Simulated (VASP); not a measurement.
MgO, 2 atoms in the cell. Symmetry: P4/mmm, No. 123, tetragonal system. Conventional cell: a = 2.623 Å, b = 2.623 Å, c = 2.513 Å, α = 90.00°, β = 90.00°, γ = 90.00°. Within 3.0 Å of Mg (site symmetry 4/mmm) lie 8 O at 2.24 Å and 6 Mg at 2.51 to 2.62 Å. O (site symmetry 4/mmm) has 8 Mg at 2.24 Å and 6 O at 2.51 to 2.62 Å within 3.0 Å.  This cell differs from its parent crystal: uniaxial x strain -4.2%.

| Item | Value |
| --- | --- |
| Program | VASP 6.6.1 |
| Task | single point |
| Functional | HSE06 |
| Potentials or basis | VASP PAW PBE potentials, release 64 (Mg, O) |
| Cutoff | 520 eV |
| k mesh | 6 × 6 × 6 |
| Occupations | gaussian, width 0.01 eV |
| Spin | no spin polarisation |
| Dipole correction | no |
| Grid for exact exchange (PRECFOCK) | Normal |
| Further INCAR settings | ALGO = Normal; EDIFF = 1e-06; NBANDS = 11 |
| Share of exact exchange | 0.25 |
| Screening parameter | 0.2079 1/Å |

Potentials or basis: VASP PAW PBE potentials, release 64 (Mg, O).

Run with:

```bash
$ cat potpaw_PBE.64/Mg/POTCAR potpaw_PBE.64/O/POTCAR > POTCAR
$ cp INCAR.step1 INCAR
$ mpirun -np 1 vasp_std > vasp.out
$ cp INCAR.step2 INCAR
$ mpirun -np 1 vasp_std > vasp.out
```

Hardware: 1 thread of Intel Xeon 8259CL, with other jobs on the host.

**Question.** How long does it take, and how much memory?

**Answer.** Run time: 19 min on 1 thread of Intel Xeon 8259CL, on a shared host, peak memory 0.24 GiB. Counts: k points 40.
